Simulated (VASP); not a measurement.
Input of a VASP 6.6.1 run:

File POSCAR:

```
MoS2
1.0
    3.2047501286      0.0000000000      0.0000000000
   -1.6023750643      2.7753950241      0.0000000000
    0.0000000000      0.0000000000     12.3737164794
Mo S
2 4
Direct
    0.3333333333      0.6666666667      0.2500000000
    0.6666666667      0.3333333333      0.7500000000
    0.6666666667      0.3333333333      0.3749062020
    0.6666666667      0.3333333333      0.1250937980
    0.3333333333      0.6666666667      0.8749062020
    0.3333333333      0.6666666667      0.6250937980
```

The input INCAR.step1:

```
SYSTEM = MoS2
  PREC = Accurate
  ENCUT = 520
  ISMEAR = 0
  SIGMA = 0.01
  LREAL = .FALSE.
  LASPH = .TRUE.
  NELM = 80
  NBANDS = 35
  GGA = PE
  ALGO = Normal
  EDIFF = 1E-4
  LWAVE = .TRUE.
  LCHARG = .FALSE.
```

File INCAR.step2:

```
SYSTEM = MoS2
  PREC = Accurate
  ENCUT = 520
  EDIFF = 1E-6
  ISMEAR = 0
  SIGMA = 0.01
  LREAL = .FALSE.
  LASPH = .TRUE.
  NELM = 80
  ALGO = Normal
  ISIF = 2
  LWAVE = .FALSE.
  LCHARG = .TRUE.
  METAGGA = R2SCAN
  LMIXTAU = .TRUE.
  LELF = .TRUE.
  LVHAR = .TRUE.
  NBANDS = 35
  ISTART = 1
```

Contents of KPOINTS:

```
regular mesh
0
G
  12 12 2
  0 0 0
```

Potentials or basis: VASP PAW PBE potentials, release 64 (Mo_sv, S).

Launch:

```console
$ cat potpaw_PBE.64/Mo_sv/POTCAR potpaw_PBE.64/S/POTCAR > POTCAR
$ cp INCAR.step1 INCAR
$ mpirun -np 1 vasp_std > vasp.out
$ cp INCAR.step2 INCAR
$ mpirun -np 1 vasp_std > vasp.out
```

(1) What does it give for the pressure?

(2) What does it give for the band gap on the k mesh?

Answers

(1) -0.7 GPa.

(2) 0.88 eV, indirect (least direct gap 1.64 eV).

Caveat: the cell differs from its parent crystal (epitaxial xy strain +1.0%); the PAW data sets were made with another functional, which shifts forces and pressure a little.
